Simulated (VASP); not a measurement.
# Cs (I4/mmm) in VASP: a series of runs

Runs on Cs. Level: PBE. Tasks: single point.

All numbers are computed with VASP 6.6.1; they aren't measurements. Logs are shortened: lines on timing, memory, paths and dates and some standing lists are left out, and cuts for length are marked.

### 1 The cell of the first run

The structure is tetragonal, space group I4/mmm (No. 139). Conventional cell: a = 5.411 Å, b = 5.411 Å, c = 7.820 Å, α = 90.00°, β = 90.00°, γ = 90.00°.

### 2 Single point, PBE (strain along c alone, the other axes held: -2.0 %)

File INCAR:

```
SYSTEM = Cs
PREC = Accurate
ENCUT = 520
EDIFF = 1E-6
ISMEAR = 0
SIGMA = 0.1
LREAL = .False.
LASPH = .True.
NELM = 60
ALGO = Fast
ISIF = 2
LWAVE = .False.
LCHARG = .False.
GGA = PE
NBANDS = 16
```

File KPOINTS:

```
Automatic mesh
0
Gamma
  8 8 6
  0 0 0
```

File POSCAR:

```
Cs
1.0
    5.4110312566      0.0000000000      0.0000000000
    0.0000000000      5.4110312566      0.0000000000
    0.0000000000      0.0000000000      7.8199112632
Cs
2
Direct
    0.0000000000      0.0000000000      0.0000000000
    0.5000000000      0.5000000000      0.5000000000
```

Potentials or basis: VASP PAW PBE potentials, release 64 (Cs_sv).

The run is started by

```bash
cat potpaw_PBE.64/Cs_sv/POTCAR > POTCAR
mpirun -np 1 vasp_std > vasp.out
```

OUTCAR:

```text
SYSTEM = Cs
   PREC = Accurate
   ENCUT = 520
   EDIFF = 1E-6
   ISMEAR = 0
   LREAL = .False.
   LASPH = .True.
   NELM = 60
   ISIF = 2
   GGA = PE

 ion  position               nearest neighbor table
   1  0.000  0.000  0.000-
   2  0.500  0.500  0.500-

  LATTYP: Found a simple tetragonal cell.
 ALAT       =     5.4110312566
 C/A-ratio  =     1.4451794662

  Lattice vectors:

 A1 = (   5.4110312566,   0.0000000000,   0.0000000000)
 A2 = (   0.0000000000,   5.4110312566,   0.0000000000)
 A3 = (   0.0000000000,   0.0000000000,   7.8199112632)

Analysis of symmetry for initial positions (statically):
=====================================================================
 Subroutine PRICEL returns following result:

  LATTYP: Found a body centered tetragonal cell.
 ALAT       =     5.4110312566
 C/A-ratio  =     1.4451794662

  Lattice vectors:

 A1 = (   2.7055156283,  -2.7055156283,  -3.9099556316)
 A2 = (  -2.7055156283,   2.7055156283,  -3.9099556316)
 A3 = (   2.7055156283,   2.7055156283,   3.9099556316)

   2 primitive cells build up your supercell.

 Routine SETGRP: Setting up the symmetry group for a
 simple tetragonal supercell.

 Subroutine GETGRP returns: Found 16 space group operations
 (whereof 16 operations were pure point group operations)
 out of a pool of 16 trial point group operations.

The static configuration has the point symmetry D_4h.

Analysis of symmetry for dynamics (positions and initial velocities):
=====================================================================
 Subroutine PRICEL returns following result:

  LATTYP: Found a body centered tetragonal cell.
 ALAT       =     5.4110312566
 C/A-ratio  =     1.4451794662

  Lattice vectors:

 A1 = (   2.7055156283,  -2.7055156283,  -3.9099556316)
 A2 = (  -2.7055156283,   2.7055156283,  -3.9099556316)
 A3 = (   2.7055156283,   2.7055156283,   3.9099556316)

   2 primitive cells build up your supercell.

 Routine SETGRP: Setting up the symmetry group for a
 simple tetragonal supercell.

 Subroutine GETGRP returns: Found 16 space group operations
 (whereof 16 operations were pure point group operations)
 out of a pool of 16 trial point group operations.

The dynamic configuration has the point symmetry D_4h.

 Subroutine INISYM returns: Found 16 space group operations
 (whereof 16 operations are pure point group operations),
 and found     2 'primitive' translations
[... 89 lines left out ...]
   LSORBIT =      F    spin-orbit coupling
   LASPH  =      T    aspherical Exc in radial PAW
   ENCUT  =  520.0 eV  38.22 Ry    6.18 a.u.  10.06 10.06 14.54*2*pi/ulx,y,z
   NELM   =     60;   NELMIN=  2; NELMDL= -5     # of ELM steps
   EDIFF  = 0.1E-05   stopping-criterion for ELM
   LREAL  =      F    real-space projection
   EDIFFG = 0.1E-04   stopping-criterion for IOM
   NSW    =      0    number of steps for IOM
   IBRION =     -1    ionic relax: 0-MD 1-quasi-New 2-CG
   NFREE  =      0    steps in history (QN), initial steepest desc. (CG)
   ISIF   =      2    stress and relaxation
   ISYM   =      2    0-nonsym 1-usesym 2-fastsym
   POTIM  = 0.5000    time-step for ionic-motion
   TEBEG  =    0.0;   TEEND  =   0.0 temperature during run
   PSTRESS=    0.0 pullay stress
   NELECT =      18.0000    total number of electrons
   NUPDOWN=      -1.0000    fix difference up-down
   EMIN   =  10.00;   EMAX   =-10.00  energy-range for DOS
   EFERMI =   0.00;   METHOD = LEGACY
   ISMEAR =     0;   SIGMA  =   0.10  broadening in eV -4-tet -1-fermi 0-gaus
   EFERMI_NEDOS =   21; number of points for ismear=-14 and -15
   IALGO  =     68    algorithm
   IMIX   =      4    mixing-type and parameters
     AMIX     =   0.40;   BMIX     =  1.00
     AMIX_MAG =   1.60;   BMIX_MAG =  1.00
  volume/ion in A,a.u.               =     114.48       772.55
  Fermi-wavevector in a.u.,A,eV,Ry     =   0.701313  1.325289  6.691882  0.491839
  Thomas-Fermi vector in A             =   1.785705
   LORBIT       =      0    0 simple, 1 ext, 2 COOP (PROOUT), +10 PAW based schemes
   GGA     = PE    functional components
   LHFCALC =     F    Hartree Fock is set to
   AEXX    =    0.0000 exact exchange contribution
   IVDW    =     0    specifies the selected vdW correction
   LEPSILON=     F    determine dielectric tensor
   LRPA    =     F    only Hartree local field effects (RPA)
 non-spin polarized calculation
 RMM-DIIS sequential band-by-band and
 Gauss-broadening in eV      SIGMA  =   0.10
  energy-cutoff  :      520.00
  volume of cell :      228.96
 maximum number of plane-waves:      6200
   NGX = 21   NGY = 21   NGZ = 29

 number of electron      18.0000002 magnetization

 Free energy of the ion-electron system (eV)
  ---------------------------------------------------
  ext. energy  EPLUGINS =         0.00000000
  ---------------------------------------------------
  free energy    TOTEN  =        -1.70548645 eV

  energy without entropy =       -1.69215547  energy(sigma->0) =       -1.69882096

 E-fermi :   0.4594     XC(G=0):  -5.4177

 val. band max:        0.4447840060   @ k =   0.3750   0.3750   0.1667
 cond. band min:       0.4807203605   @ k =   0.2500   0.1250   0.3333
 fundamental gap:      0.0359363545
 Fermi energy:         0.4594284885

 k-point     1 :       0.0000    0.0000    0.0000
  band No.  band energies     occupation
      1     -23.3849      2.00000
      2     -23.3771      2.00000
      3     -10.2579      2.00000
      4     -10.1755      2.00000
      5     -10.1755      2.00000
      6     -10.1295      2.00000
[... 433 lines left out ...]
      3     -10.2425      2.00000
      4     -10.2425      2.00000
      5     -10.1752      2.00000
      6     -10.1752      2.00000
[... 8 lines left out ...]
     15       3.1171      0.00000
     16       3.1171      0.00000

 [... further k-points ...]

------------------------ aborting loop because EDIFF is reached ----------------------------------------

  FORCE on cell =-STRESS in cart. coord.  units (eV):
  Direction    XX          YY          ZZ          XY          YZ          ZX
  --------------------------------------------------------------------------------------
  -------------------------------------------------------------------------------------
  Total        0.0823709      0.0823709      0.0372951      0.0000000      0.0000000     -0.0000000
  in kB        0.5763981      0.5763981      0.2609761      0.0000000      0.0000000     -0.0000000
  external PRESSURE =       0.4712574 kB  Pullay stress =       0.0000000 kB

 VOLUME and BASIS-vectors are now :
 -----------------------------------------------------------------------------
  energy-cutoff  :      520.00
  volume of cell :      228.96
      direct lattice vectors                 reciprocal lattice vectors
     5.411031257  0.000000000  0.000000000     0.184807655  0.000000000  0.000000000
     0.000000000  5.411031257  0.000000000     0.000000000  0.184807655  0.000000000
     0.000000000  0.000000000  7.819911263     0.000000000  0.000000000  0.127878689

 POSITION                                       TOTAL-FORCE (eV/Angst)
 -----------------------------------------------------------------------------------
      0.00000      0.00000      0.00000        -0.000000     -0.000000     -0.000000
      2.70552      2.70552      3.90996         0.000000      0.000000      0.000000
 -----------------------------------------------------------------------------------
    total drift:                                0.000000      0.000000     -0.000000

  FREE ENERGIE OF THE ION-ELECTRON SYSTEM (eV)
  ---------------------------------------------------
  free  energy   TOTEN  =        -1.7054864481 eV

  energy  without entropy=       -1.6921554662  energy(sigma->0) =       -1.69882096
```

OSZICAR:

```text
N       E                     dE             d eps       ncg     rms          rms(c)
DAV:   1     0.128697396544E+03    0.12870E+03   -0.59711E+03  1920   0.832E+02
DAV:   2     0.157930122755E+02   -0.11290E+03   -0.10815E+03  3008   0.146E+02
DAV:   3    -0.132618147948E+01   -0.17119E+02   -0.17071E+02  2504   0.590E+01
DAV:   4    -0.170011222569E+01   -0.37393E+00   -0.37389E+00  2528   0.102E+01
DAV:   5    -0.170292291009E+01   -0.28107E-02   -0.28106E-02  2648   0.897E-01    0.180E-01
RMM:   6    -0.170364744201E+01   -0.72453E-03   -0.26702E-03  1959   0.242E-01    0.123E-01
RMM:   7    -0.170531442653E+01   -0.16670E-02   -0.79016E-03  2040   0.387E-01    0.516E-02
RMM:   8    -0.170547427250E+01   -0.15985E-03   -0.43715E-04  2297   0.114E-01    0.553E-03
RMM:   9    -0.170548524103E+01   -0.10969E-04   -0.90529E-05  2709   0.423E-02    0.347E-03
RMM:  10    -0.170548682991E+01   -0.15889E-05   -0.20254E-05  2724   0.185E-02    0.201E-03
RMM:  11    -0.170548644806E+01    0.38185E-06   -0.50458E-06  2378   0.852E-03
   1 F= -.17054864E+01 E0= -.16988210E+01  d E =-.133310E-01
```

stdout:

```text
POSCAR found type information on POSCAR Cs
 POSCAR found :  1 types and       2 ions
 scaLAPACK will be used
 LDA part: xc-table for (Slater+PW92), standard interpolation
 POSCAR, INCAR and KPOINTS ok, starting setup
 FFT: planning ... GRIDC
 FFT: planning ... GRID_SOFT
 FFT: planning ... GRID
 WAVECAR not read
 entering main loop
```

Wall time 72 s (1 thread of Intel Xeon 6975P-C (Granite Rapids), shared host); peak memory 0.39 GiB.

What came out:

```
Free energy            : -1.7055 eV
Pressure               : 0.0 GPa
Band gap on the k mesh : zero (band 9 reaches 1.21 eV, above the bottom of band 10 at -0.43 eV)
```

Caveat: the cell differs from its parent crystal (strain along c alone, the other axes held: -2.0 %); spin-orbit coupling is left out, which moves the levels of the heavy elements.

### 3 Single point, PBE (strain along c alone, the other axes held: -1.0 %)

File INCAR:

```
ALGO = Fast
EDIFF = 1E-7
ENCUT = 520
GGA = PE
ISIF = 2
ISMEAR = 0
LASPH = True
LCHARG = False
LREAL = False
LWAVE = False
NBANDS = 16
NELM = 60
PREC = Accurate
SIGMA = 0.1
```

File KPOINTS:

```
k-points
0
Gamma
  8 8 6
```

Edit POSCAR of step 2 so:

```diff
@@ -4,3 +4,3 @@
     0.0000000000      5.4110312566      0.0000000000
-    0.0000000000      0.0000000000      7.8199112632
+    0.0000000000      0.0000000000      7.8997062761
 Cs
```

Potentials or basis: VASP PAW PBE potentials, release 64 (Cs_sv).

The run is started by

```bash
cat potpaw_PBE.64/Cs_sv/POTCAR > POTCAR
mpirun -np 1 vasp_std > vasp.out
```

It took 83 s on 1 thread of Intel Xeon 6975P-C (Granite Rapids), shared host; peak memory 0.38 GiB.

The run converged. Its results:

```
Free energy            : -1.7058 eV
Pressure               : 0.0 GPa
Band gap on the k mesh : zero (band 9 reaches 1.18 eV, above the bottom of band 10 at -0.46 eV)
```

Levels at points of the mesh, in eV from the Fermi level:
```
           k point  band 7  band 8  band 9  band 10  band 11  band 12
(0.00, 0.00, 0.00)  -10.60  -10.60   -1.67     0.24     1.09     1.32
(0.50, 0.00, 0.00)  -10.61  -10.61   -0.16    -0.16     1.29     1.29
(0.50, 0.50, 0.00)  -10.64  -10.64    0.30     0.30     1.03     1.03
(0.00, 0.00, 0.50)  -10.62  -10.62   -0.90    -0.90     1.57     1.57
(0.50, 0.00, 0.50)  -10.61  -10.61   -0.02    -0.02     0.76     0.76
(0.50, 0.50, 0.50)  -10.64  -10.64    0.75     0.75     1.23     1.23
```

Caveat: the cell differs from its parent crystal (strain along c alone, the other axes held: -1.0 %); spin-orbit coupling is left out, which moves the levels of the heavy elements.
